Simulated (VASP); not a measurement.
**Zr3O: single point with PBEsol**

Crystal: Zr3O.

```
Zr O
1.0
     6.03006    0.00000    0.00000
    -3.01503    5.22219    0.00000
     0.00000    0.00000    5.56841
Zr O
6 2
Direct
  0.33939 0.00000 0.00000
  0.33939 0.33939 0.50000
  0.00000 0.33939 0.00000
  0.66061 0.00000 0.50000
  0.66061 0.66061 0.00000
  0.00000 0.66061 0.50000
  0.33333 0.66667 0.25000
  0.66667 0.33333 0.75000
```

This cell differs from its parent crystal: strain +0.080 along x and y, +0.080 along z.

| Quantity | Value |
| --- | --- |
| Program | VASP 6.6.1 |
| Task | single point |
| Functional | PBEsol |
| Potentials or basis | VASP PAW PBE potentials, release 64 (Zr_sv, O) |
| Cutoff | 520 eV |
| k mesh | 12 × 12 × 8 |
| Occupations | gaussian, width 0.15 eV |
| Spin | no spin polarisation |

The pressure is -21.7 GPa. The largest force is 0.590 eV/Å and the band gap on the k mesh is zero (bands 42 and 43 overlap by 0.68 eV).

Forces on the atoms (eV/Å):
```
Zr   0.590  0.000  0.000
Zr   0.295  0.511  0.000
Zr  -0.295  0.511  0.000
Zr  -0.590  0.000  0.000
Zr  -0.295 -0.511  0.000
Zr   0.295 -0.511  0.000
O    0.000  0.000  0.000
O    0.000  0.000  0.000
```

Stress tensor (GPa, compression positive):
```
-21.65   0.00   0.00
  0.00 -21.65   0.00
  0.00   0.00 -21.76
```

Levels at points of the mesh, in eV from the Fermi level:
| k point | band 38 | band 39 | band 40 | band 41 | band 42 | band 43 | band 44 | band 45 | band 46 | band 47 |
| --- | --- | --- | --- | --- | --- | --- | --- | --- | --- | --- |
| (0.00, 0.00, 0.00) | -1.15 | -0.86 | -0.86 | -0.13 | 0.56 | 0.56 | 0.65 | 0.69 | 0.69 | 1.08 |
| (0.50, 0.00, 0.00) | -1.14 | -1.11 | -0.75 | -0.72 | -0.25 | 0.48 | 0.82 | 0.93 | 1.05 | 1.49 |
| (0.00, 0.00, 0.50) | -0.81 | -0.32 | -0.32 | -0.02 | -0.02 | 0.02 | 0.02 | 0.05 | 0.05 | 1.28 |
| (0.50, 0.00, 0.50) | -0.91 | -0.71 | -0.71 | -0.35 | -0.35 | 0.13 | 0.13 | 0.74 | 0.74 | 1.23 |

It took 7.8 min on 1 thread of Intel(R) Xeon(R) 6975P-C (Granite Rapids), with other jobs on the host, peak memory 0.73 GiB.

Caveat: the cell differs from its parent crystal (strain +0.080 along x and y, +0.080 along z); the cell stands under tension; the PAW data sets were made with another functional, which shifts forces and pressure a little.
